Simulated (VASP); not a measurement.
Input of a VASP 6.6.1 run:

Contents of INCAR:

```
SYSTEM = In
  ALGO = Normal
  EDIFF = 1E-6
  ENCUT = 520
  ISIF = 2
  ISMEAR = -1
  LASPH = .TRUE.
  LCHARG = .FALSE.
  LREAL = .FALSE.
  LWAVE = .FALSE.
  NBANDS = 12
  NELM = 60
  PREC = Accurate
  SIGMA = 0.05
```

KPOINTS

```
k-points
0
G
  11 11 11
  0 0 0
```

The input POSCAR:

```
In
1.0
   -1.6145604767      1.6145604767      2.4570974863
    1.6145604767     -1.6145604767      2.4570974863
    1.6145604767      1.6145604767     -2.4570974863
In
1
Direct
    0.0000000000      0.0000000000      0.0000000000
```

Potentials or basis: VASP PAW LDA potentials, release 64 (In_d).

Run with:

```console
$ cat potpaw_LDA.64/In_d/POTCAR > POTCAR
$ mpirun -np 1 vasp_std > vasp.out
```

(1) Estimate the pressure.

## Answers

(1) -1.8 GPa.
